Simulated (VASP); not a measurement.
Runs of VASP 6.6.1 on Mg3Te. The structure is that of space group Pm-3m (No. 221), or close to it. The cells are those of the table. 

| task | cell | k mesh | cutoff (eV) | gap on the mesh (eV) | pressure (GPa) | relaxed volume (Å³/atom) |
| --- | --- | --- | --- | --- | --- | --- |
| single point | a = 4.618 Å, 4 atoms | 10 × 10 × 10 | 520 | none | -0.1 | - |
| relaxation of cell and atoms | relaxed from a = 4.618 Å, 4 atoms | 10 × 10 × 10 | 600 | none | 0.0 | 24.57 |
| single point | a = 4.744 Å, 4 atoms | 4 × 4 × 4 | 520 | none | -2.9 | - |
| relaxation of cell and atoms | relaxed from a = 4.744 Å, 4 atoms | 10 × 10 × 10 | 600 | none | 0.0 | (a) |

Alike in all rows: level PBE; potentials or basis VASP PAW PBE potentials, release 64 (Mg, Te); no spin polarisation; smearing gaussian 0.1 eV.

Problem. Estimate the missing entries.

Solution. (a) 24.59.

Caveats: spin-orbit coupling is left out, which moves the levels of the heavy elements.

A k mesh can miss the band edges, and the runs leave out spin-orbit coupling on Te.

A gap of «none» marks levels without a gap at the run's occupations.
